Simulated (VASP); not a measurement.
# Sb in VASP: further runs, part 2 of 2

VASP 6.6.1. The steps go on from the part before.

**3. Electric field gradients, PBEsol (29.24 Å³/atom)**

This run uses another cell than the first one, of 29.24 Å³/atom.

Contents of INCAR:

```
SYSTEM = Sb
PREC = Accurate
ENCUT = 520
EDIFF = 1E-8
ISMEAR = -1
SIGMA = 0.05
LREAL = .FALSE.
LASPH = .TRUE.
NELM = 100
ALGO = Normal
ISIF = 2
LWAVE = .FALSE.
LCHARG = .FALSE.
GGA = PS
LEFG = .TRUE.
NBANDS = 12
```

Contents of KPOINTS:

```
Automatic mesh
0
G
  9 9 9
  0 0 0
```

Contents of POSCAR:

```
Sb
1.0
    2.1325272058      1.2312151563      3.7125363276
   -2.1325272058      1.2312151563      3.7125363276
    0.0000000000     -2.4624303126      3.7125363276
Sb
2
Direct
    0.2336400000      0.2336400000      0.2336400000
    0.7663600000      0.7663600000      0.7663600000
```

Potentials or basis: VASP PAW PBE potentials, release 64 (Sb).

Started as:

```sh
cat potpaw_PBE.64/Sb/POTCAR > POTCAR
mpirun -np 1 vasp_std > vasp.out
```

OUTCAR:

```text
SYSTEM = Sb
   PREC = Accurate
   ENCUT = 520
   EDIFF = 1E-8
   ISMEAR = -1
   LREAL = .FALSE.
   LASPH = .TRUE.
   NELM = 100
   ISIF = 2
   GGA = PS

 ion  position               nearest neighbor table
   1  0.234  0.234  0.234-   2 2.88   2 2.88   2 2.88   2 3.32   2 3.32   2 3.32
   2  0.766  0.766  0.766-   1 2.88   1 2.88   1 2.88   1 3.32   1 3.32   1 3.32

  LATTYP: Found a trigonal (rhomboedric) cell.
 ALAT       =     4.4549398456
 COS(alpha) =     0.5417151843

  Lattice vectors:

 A1 = (   2.1325272058,   1.2312151563,   3.7125363276)
 A2 = (  -2.1325272058,   1.2312151563,   3.7125363276)
 A3 = (   0.0000000000,  -2.4624303126,   3.7125363276)

Analysis of symmetry for initial positions (statically):
=====================================================================
 Subroutine PRICEL returns:
 Original cell was already a primitive cell.

 Routine SETGRP: Setting up the symmetry group for a
 trigonal (rhombohedral) supercell.

 Subroutine GETGRP returns: Found 12 space group operations
 (whereof 12 operations were pure point group operations)
 out of a pool of 12 trial point group operations.

The static configuration has the point symmetry D_3d.

Analysis of symmetry for dynamics (positions and initial velocities):
=====================================================================
 Subroutine PRICEL returns:
 Original cell was already a primitive cell.

 Routine SETGRP: Setting up the symmetry group for a
 trigonal (rhombohedral) supercell.

 Subroutine GETGRP returns: Found 12 space group operations
 (whereof 12 operations were pure point group operations)
 out of a pool of 12 trial point group operations.

The dynamic configuration has the point symmetry D_3d.

 Subroutine INISYM returns: Found 12 space group operations
 (whereof 12 operations are pure point group operations),
 and found     1 'primitive' translations

----------------------------------------------------------------------------------------

                                     Primitive cell

  volume of cell :      58.4858

  direct lattice vectors                    reciprocal lattice vectors
     2.132527206  1.231215156  3.712536328     0.234463597  0.135367621  0.089785878
    -2.132527206  1.231215156  3.712536328    -0.234463597  0.135367621  0.089785878
     0.000000000 -2.462430313  3.712536328     0.000000000 -0.270735242  0.089785878

  length of vectors
     4.454939846  4.454939846  4.454939846     0.285235123  0.285235123  0.285235123

  position of ions in fractional coordinates (direct lattice)
     0.233640000  0.233640000  0.233640000
     0.766360000  0.766360000  0.766360000

  ion indices of the primitive-cell ions
   primitive index   ion index
                 1           1
                 2           2

----------------------------------------------------------------------------------------

 KPOINTS: Automatic mesh

Automatic generation of k-mesh.
[... 83 lines left out ...]
   IALGO  =     38    algorithm
   IMIX   =      4    mixing-type and parameters
     AMIX     =   0.40;   BMIX     =  1.00
     AMIX_MAG =   1.60;   BMIX_MAG =  1.00
  volume/ion in A,a.u.               =      29.24       197.34
  Fermi-wavevector in a.u.,A,eV,Ry     =   0.908639  1.717079 11.233306  0.825625
  Thomas-Fermi vector in A             =   2.032589
   LORBIT       =      0    0 simple, 1 ext, 2 COOP (PROOUT), +10 PAW based schemes
   GGA     = PS    functional components
   LHFCALC =     F    Hartree Fock is set to
   AEXX    =    0.0000 exact exchange contribution
   IVDW    =     0    specifies the selected vdW correction
   LEPSILON=     F    determine dielectric tensor
   LRPA    =     F    only Hartree local field effects (RPA)
 non-spin polarized calculation
  energy-cutoff  :      520.00
  volume of cell :       58.49
 maximum number of plane-waves:      1587
 NGX is ok and might be reduce to    36

 number of electron      10.0000000 magnetization

 Free energy of the ion-electron system (eV)
  ---------------------------------------------------
  ext. energy  EPLUGINS =         0.00000000
  ---------------------------------------------------
  free energy    TOTEN  =        -9.10382007 eV

  energy without entropy =       -9.10171711  energy(sigma->0) =       -9.10276859

 E-fermi :   7.5589     XC(G=0):  -9.8023

 val. band max:        7.5450883424   @ k =   0.4444   0.0000   0.0000
 cond. band min:       7.7110040881   @ k =   0.4444   0.4444   0.4444
 fundamental gap:      0.1659157456
 Fermi energy:         7.5588963048

 k-point     1 :       0.0000    0.0000    0.0000
  band No.  band energies     occupation
      1      -5.4466      2.00000
      2       2.9181      2.00000
      3       5.4181      2.00000
      4       5.6910      2.00000
      5       5.6910      2.00000
      6       9.6280      0.00000
      7      10.2969      0.00000
      8      10.2969      0.00000
      9      12.5766      0.00000
     10      12.5766      0.00000
     11      12.7618      0.00000
     12      13.9391      0.00000
[... 331 lines left out ...]
 k-point    24 :       0.4444    0.4444    0.0000
  band No.  band energies     occupation
      1      -3.1209      2.00000
      2      -0.3937      2.00000
      3       2.0862      2.00000
      4       3.7053      2.00000
      5       3.7769      2.00000
      6       8.9503      0.00000
      7      12.5762      0.00000
      8      13.1132      0.00000
      9      14.2947      0.00000
     10      16.2094      0.00000
     11      17.2826      0.00000
     12      18.4061      0.00000

 [... further k-points ...]

------------------------ aborting loop because EDIFF is reached ----------------------------------------

  FORCE on cell =-STRESS in cart. coord.  units (eV):
  Direction    XX          YY          ZZ          XY          YZ          ZX
  --------------------------------------------------------------------------------------
  -------------------------------------------------------------------------------------
  Total        0.9208368      0.9208368      0.6031150      0.0000000     -0.0000000      0.0000000
  in kB       25.2256716     25.2256716     16.5219076      0.0000000     -0.0000000      0.0000000
  external PRESSURE =      22.3244169 kB  Pullay stress =       0.0000000 kB

 VOLUME and BASIS-vectors are now :
 -----------------------------------------------------------------------------
  energy-cutoff  :      520.00
  volume of cell :       58.49
      direct lattice vectors                 reciprocal lattice vectors
     2.132527206  1.231215156  3.712536328     0.234463597  0.135367621  0.089785878
    -2.132527206  1.231215156  3.712536328    -0.234463597  0.135367621  0.089785878
     0.000000000 -2.462430313  3.712536328     0.000000000 -0.270735242  0.089785878

 POSITION                                       TOTAL-FORCE (eV/Angst)
 -----------------------------------------------------------------------------------
      0.00000      0.00000      2.60219         0.000000      0.000000      0.344180
      0.00000      0.00000      8.53542         0.000000     -0.000000     -0.344180
 -----------------------------------------------------------------------------------
    total drift:                                0.000000     -0.000000      0.000000

  FREE ENERGIE OF THE ION-ELECTRON SYSTEM (eV)
  ---------------------------------------------------
  free  energy   TOTEN  =        -9.1038200714 eV

  energy  without entropy=       -9.1017171083  energy(sigma->0) =       -9.10276859

 Electric field gradients (V/A^2)
---------------------------------------------------------------------
 ion       V_xx      V_yy      V_zz      V_xy      V_xz      V_yz
---------------------------------------------------------------------
   1      21.647    21.647   -43.293     0.000     0.000     0.000
   2      21.647    21.647   -43.293     0.000     0.000     0.000
---------------------------------------------------------------------

 Electric field gradients after diagonalization (V/A^2)
 (convention: |V_zz| > |V_xx| > |V_yy|)
----------------------------------------------------------------------
 ion       V_xx      V_yy      V_zz     asymmetry (V_yy - V_xx)/ V_zz
----------------------------------------------------------------------
   1      21.647    21.647   -43.293       0.000
   2      21.647    21.647   -43.293       0.000
----------------------------------------------------------------------

           NMR quadrupolar parameters

 Cq : quadrupolar parameter    Cq=e*Q*V_zz/h
 eta: asymmetry parameters     (V_yy - V_xx)/ V_zz
 Q  : nuclear electric quadrupole moment in mb (millibarn)
----------------------------------------------------------------------
 ion       Cq(MHz)       eta       Q (mb)
----------------------------------------------------------------------
   1      -0.105       0.000       1.000
   2      -0.105       0.000       1.000
----------------------------------------------------------------------
```

Run time: 1.9 min. Hardware: 1 thread of Intel Xeon 8259CL, shared host; peak memory 0.22 GiB.

Results:

* Free energy: -9.1038 eV
* Pressure: 2.2 GPa
* Largest force: 0.344 eV/Å
* Largest electric field gradient by atom: Sb -43.3 V/Å²

Forces in eV/Å, atoms in the order of the input:
```
Sb   0.000  0.000  0.344
Sb   0.000  0.000 -0.344
```

Levels at points of the mesh, in eV from the Fermi level:
```csv
k point,band 3,band 4,band 5,band 6,band 7,band 8
"(0.00, 0.00, 0.00)",-2.14,-1.87,-1.87,2.07,2.74,2.74
```

Electric field gradients, principal values (V/Å²):
| atom | least | middle | greatest (by size) |
| --- | --- | --- | --- |
| 1 Sb | 21.647 | 21.647 | -43.293 |
| 2 Sb | 21.647 | 21.647 | -43.293 |

Caveat: without QUAD_EFG the Cq values of the log hold for a quadrupole moment of 1 mb, not for the nuclei; the PAW data sets were made with another functional, which shifts forces and pressure a little; spin-orbit coupling is left out, which moves the levels of the heavy elements.

**4. Electric field gradients, PBEsol**

This run uses another cell than the first one, of the same volume but with other edges.

Contents of INCAR:

```
PREC = Accurate ; ENCUT = 520
EDIFF = 1E-8 ; ISMEAR = -1
SIGMA = 0.05 ; LREAL = False
LASPH = True ; NELM = 100
ALGO = Normal ; ISIF = 2
LWAVE = False ; LCHARG = False
GGA = PS ; LEFG = True
NBANDS = 12
```

Contents of KPOINTS:

```
Automatic mesh
0
Gamma
  9 9 9
```

Contents of POSCAR:

```
Sb
1.0
    2.1506003320      1.2416496806      3.7440000000
   -2.1506003320      1.2416496806      3.7440000000
    0.0000000000     -2.4832993611      3.7440000000
Sb
2
Direct
    0.2336400000      0.2336400000      0.2336400000
    0.7663600000      0.7663600000      0.7663600000
```

Potentials or basis: VASP PAW PBE potentials, release 64 (Sb).

Started as:

```sh
cat potpaw_PBE.64/Sb/POTCAR > POTCAR
mpirun -np 1 vasp_std > vasp.out
```

OUTCAR:

```text
PREC = Accurate
   ENCUT = 520
   EDIFF = 1E-8
   ISMEAR = -1
   LREAL = False
   LASPH = True
   NELM = 100
   ISIF = 2
   GGA = PS

 ion  position               nearest neighbor table
   1  0.234  0.234  0.234-   2 2.90   2 2.90   2 2.90   2 3.34   2 3.34   2 3.34
   2  0.766  0.766  0.766-   1 2.90   1 2.90   1 2.90   1 3.34   1 3.34   1 3.34

  LATTYP: Found a trigonal (rhomboedric) cell.
 ALAT       =     4.4926953733
 COS(alpha) =     0.5417151843

  Lattice vectors:

 A1 = (   2.1506003320,   1.2416496806,   3.7440000000)
 A2 = (  -2.1506003320,   1.2416496806,   3.7440000000)
 A3 = (   0.0000000000,  -2.4832993611,   3.7440000000)

Analysis of symmetry for initial positions (statically):
=====================================================================
 Subroutine PRICEL returns:
 Original cell was already a primitive cell.

 Routine SETGRP: Setting up the symmetry group for a
 trigonal (rhombohedral) supercell.

 Subroutine GETGRP returns: Found 12 space group operations
 (whereof 12 operations were pure point group operations)
 out of a pool of 12 trial point group operations.

The static configuration has the point symmetry D_3d.

Analysis of symmetry for dynamics (positions and initial velocities):
=====================================================================
 Subroutine PRICEL returns:
 Original cell was already a primitive cell.

 Routine SETGRP: Setting up the symmetry group for a
 trigonal (rhombohedral) supercell.

 Subroutine GETGRP returns: Found 12 space group operations
 (whereof 12 operations were pure point group operations)
 out of a pool of 12 trial point group operations.

The dynamic configuration has the point symmetry D_3d.

 Subroutine INISYM returns: Found 12 space group operations
 (whereof 12 operations are pure point group operations),
 and found     1 'primitive' translations

----------------------------------------------------------------------------------------

                                     Primitive cell

  volume of cell :      59.9854

  direct lattice vectors                    reciprocal lattice vectors
     2.150600332  1.241649681  3.744000000     0.232493222  0.134230024  0.089031339
    -2.150600332  1.241649681  3.744000000    -0.232493222  0.134230024  0.089031339
     0.000000000 -2.483299361  3.744000000     0.000000000 -0.268460048  0.089031339

  length of vectors
     4.492695373  4.492695373  4.492695373     0.282838075  0.282838075  0.282838075

  position of ions in fractional coordinates (direct lattice)
     0.233640000  0.233640000  0.233640000
     0.766360000  0.766360000  0.766360000

  ion indices of the primitive-cell ions
   primitive index   ion index
                 1           1
                 2           2

----------------------------------------------------------------------------------------

 KPOINTS: Automatic mesh

Automatic generation of k-mesh.
 Grid dimensions read from file:
 generate k-points for:    9    9    9

[... 80 lines left out ...]
   IALGO  =     38    algorithm
   IMIX   =      4    mixing-type and parameters
     AMIX     =   0.40;   BMIX     =  1.00
     AMIX_MAG =   1.60;   BMIX_MAG =  1.00
  volume/ion in A,a.u.               =      29.99       202.40
  Fermi-wavevector in a.u.,A,eV,Ry     =   0.901003  1.702649 11.045295  0.811806
  Thomas-Fermi vector in A             =   2.024030
   LORBIT       =      0    0 simple, 1 ext, 2 COOP (PROOUT), +10 PAW based schemes
   GGA     = PS    functional components
   LHFCALC =     F    Hartree Fock is set to
   AEXX    =    0.0000 exact exchange contribution
   IVDW    =     0    specifies the selected vdW correction
   LEPSILON=     F    determine dielectric tensor
   LRPA    =     F    only Hartree local field effects (RPA)
 non-spin polarized calculation
  energy-cutoff  :      520.00
  volume of cell :       59.99
 maximum number of plane-waves:      1628
 NGX is ok and might be reduce to    36

 number of electron      10.0000000 magnetization

 Free energy of the ion-electron system (eV)
  ---------------------------------------------------
  ext. energy  EPLUGINS =         0.00000000
  ---------------------------------------------------
  free energy    TOTEN  =        -9.11696182 eV

  energy without entropy =       -9.11519024  energy(sigma->0) =       -9.11607603

 E-fermi :   7.2085     XC(G=0):  -9.6947

 val. band max:        7.1591296207   @ k =   0.3333   0.2222   0.2222
 cond. band min:       7.2243358385   @ k =   0.4444  -0.0000   0.0000
 fundamental gap:      0.0652062178
 Fermi energy:         7.2084643059

 k-point     1 :       0.0000    0.0000    0.0000
  band No.  band energies     occupation
      1      -5.5661      2.00000
      2       2.4543      2.00000
      3       5.1588      2.00000
      4       5.4162      2.00000
      5       5.4162      2.00000
      6       9.2926      0.00000
      7       9.9311      0.00000
      8       9.9311      0.00000
      9      12.2715      0.00000
     10      12.2715      0.00000
     11      12.4358      0.00000
     12      13.6799      0.00000
[... 331 lines left out ...]
 k-point    24 :       0.4444    0.4444    0.0000
  band No.  band energies     occupation
      1      -3.3220      2.00000
      2      -0.6862      2.00000
      3       1.9001      2.00000
      4       3.4982      2.00000
      5       3.5647      2.00000
      6       8.7086      0.00000
      7      12.1168      0.00000
      8      12.6654      0.00000
      9      13.7534      0.00000
     10      15.8265      0.00000
     11      16.8542      0.00000
     12      18.0460      0.00000

 [... further k-points ...]

------------------------ aborting loop because EDIFF is reached ----------------------------------------

  FORCE on cell =-STRESS in cart. coord.  units (eV):
  Direction    XX          YY          ZZ          XY          YZ          ZX
  --------------------------------------------------------------------------------------
  -------------------------------------------------------------------------------------
  Total        0.2995536      0.2995536      0.0848864     -0.0000000      0.0000000      0.0000000
  in kB        8.0009074      8.0009074      2.2672666     -0.0000000      0.0000000      0.0000000
  external PRESSURE =       6.0896938 kB  Pullay stress =       0.0000000 kB

 VOLUME and BASIS-vectors are now :
 -----------------------------------------------------------------------------
  energy-cutoff  :      520.00
  volume of cell :       59.99
      direct lattice vectors                 reciprocal lattice vectors
     2.150600332  1.241649681  3.744000000     0.232493222  0.134230024  0.089031339
    -2.150600332  1.241649681  3.744000000    -0.232493222  0.134230024  0.089031339
     0.000000000 -2.483299361  3.744000000     0.000000000 -0.268460048  0.089031339

 POSITION                                       TOTAL-FORCE (eV/Angst)
 -----------------------------------------------------------------------------------
      0.00000      0.00000      2.62424         0.000000      0.000000      0.200493
      0.00000      0.00000      8.60776         0.000000     -0.000000     -0.200493
 -----------------------------------------------------------------------------------
    total drift:                                0.000000     -0.000000      0.000000

  FREE ENERGIE OF THE ION-ELECTRON SYSTEM (eV)
  ---------------------------------------------------
  free  energy   TOTEN  =        -9.1169618215 eV

  energy  without entropy=       -9.1151902388  energy(sigma->0) =       -9.11607603

 Electric field gradients (V/A^2)
---------------------------------------------------------------------
 ion       V_xx      V_yy      V_zz      V_xy      V_xz      V_yz
---------------------------------------------------------------------
   1      21.575    21.575   -43.149    -0.000     0.000    -0.000
   2      21.575    21.575   -43.149    -0.000     0.000    -0.000
---------------------------------------------------------------------

 Electric field gradients after diagonalization (V/A^2)
 (convention: |V_zz| > |V_xx| > |V_yy|)
----------------------------------------------------------------------
 ion       V_xx      V_yy      V_zz     asymmetry (V_yy - V_xx)/ V_zz
----------------------------------------------------------------------
   1      21.575    21.575   -43.149       0.000
   2      21.575    21.575   -43.149       0.000
----------------------------------------------------------------------

           NMR quadrupolar parameters

 Cq : quadrupolar parameter    Cq=e*Q*V_zz/h
 eta: asymmetry parameters     (V_yy - V_xx)/ V_zz
 Q  : nuclear electric quadrupole moment in mb (millibarn)
----------------------------------------------------------------------
 ion       Cq(MHz)       eta       Q (mb)
----------------------------------------------------------------------
   1      -0.104       0.000       1.000
   2      -0.104       0.000       1.000
----------------------------------------------------------------------
```

Run time: 1.9 min. Hardware: 1 thread of Intel Xeon 8259CL, shared host; peak memory 0.23 GiB.

What came out:

```yaml
Free_energy: -9.1170 eV
Pressure: 0.6 GPa
Largest_force: 0.200 eV/Å
Largest_electric_field_gradient_by_atom: Sb -43.1 V/Å²
```

Forces on the atoms (eV/Å):
```
Sb   0.000  0.000  0.200
Sb   0.000  0.000 -0.200
```

Electric field gradients, principal values (V/Å²):
| atom | least | middle | greatest (by size) |
| --- | --- | --- | --- |
| 1 Sb | 21.575 | 21.575 | -43.149 |
| 2 Sb | 21.575 | 21.575 | -43.149 |

Caveat: without QUAD_EFG the Cq values of the log hold for a quadrupole moment of 1 mb, not for the nuclei; the PAW data sets were made with another functional, which shifts forces and pressure a little; spin-orbit coupling is left out, which moves the levels of the heavy elements.

**5. Summary**

| potentials or basis | cell | cutoff (eV) | pressure (GPa) | largest force (eV/Å) |
| --- | --- | --- | --- | --- |
| VASP PAW PBE potentials, release 64 (Sb_d_GW) | a = 4.596, b = 4.453, c = 4.431 Å, angles 57.1, 57.7, 56.8°, 2 atoms | 400 | 0.2 | 0.22 |
| VASP PAW PBE potentials, release 64 (Sb) | a = 4.455 Å, angles 57.2°, 2 atoms | 520 | 2.2 | 0.34 |
| VASP PAW PBE potentials, release 64 (Sb) | a = 4.493 Å, angles 57.2°, 2 atoms | 520 | 0.6 | 0.20 |

Alike in all rows: task electric field gradients; level PBEsol; no spin polarisation; k mesh 9 × 9 × 9; smearing fermi-dirac 0.05 eV.

Caveats: the PAW data sets were made with another functional, which shifts forces and pressure a little; spin-orbit coupling is left out, which moves the levels of the heavy elements.

Absolute energies hang on the potentials; compare differences alone.
